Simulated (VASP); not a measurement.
A run of VASP 6.6.1 is set up as follows.

Contents of INCAR:

```
SYSTEM = ZrSi2
ALGO     = Normal         ! electronic algorithm
EDIFF    = 1E-7           ! SCF threshold, eV
ENCUT    = 520            ! plane-wave cutoff, eV
GGA      = PS             ! functional
ISIF     = 2              ! what is computed and relaxed
ISMEAR   = 0              ! smearing method
ISYM     = 0            
LASPH    = .TRUE.         ! aspherical terms in the spheres
LCHARG   = .TRUE.         ! write CHGCAR
LELF     = .TRUE.         ! ELF
LREAL    = .FALSE.        ! projectors in reciprocal space
LVHAR    = .TRUE.       
LWAVE    = .FALSE.        ! write WAVECAR
NBANDS   = 29             ! bands
NELM     = 80             ! most SCF steps
PREC     = Accurate       ! precision mode
SIGMA    = 0.1            ! smearing width, eV
```

Contents of KPOINTS:

```
k-points
0
G
  10 5 10
  0 0 0
```

File POSCAR:

```
ZrSi2
1.0
    3.6742585517      0.0000000000      0.0000000000
   -1.8371292758      7.2829450145      0.0000000000
    0.0000000000      0.0000000000      3.6567655751
Zr Si
2 4
Direct
    0.8952826024      0.7905652049      0.7500000000
    0.1047173976      0.2094347951      0.2500000000
    0.5539585034      0.1079170068      0.7500000000
    0.4460414966      0.8920829932      0.2500000000
    0.2502317899      0.5004635797      0.7500000000
    0.7497682101      0.4995364203      0.2500000000
```

Potentials or basis: VASP PAW PBE potentials, release 64 (Zr_sv, Si).

Launch:

```console
$ cat potpaw_PBE.64/Zr_sv/POTCAR potpaw_PBE.64/Si/POTCAR > POTCAR
$ mpirun -np 1 vasp_std > vasp.out
```

(1) What does it give for the pressure?

(2) Predict the largest force.

(3) Predict the band gap on the k mesh.

Answers

(1) 0.2 GPa.

(2) 0.006 eV/Å.

(3) zero (band 20 reaches 10.80 eV, above the bottom of band 21 at 9.80 eV).

Caveat: the PAW data sets were made with another functional, which shifts forces and pressure a little.
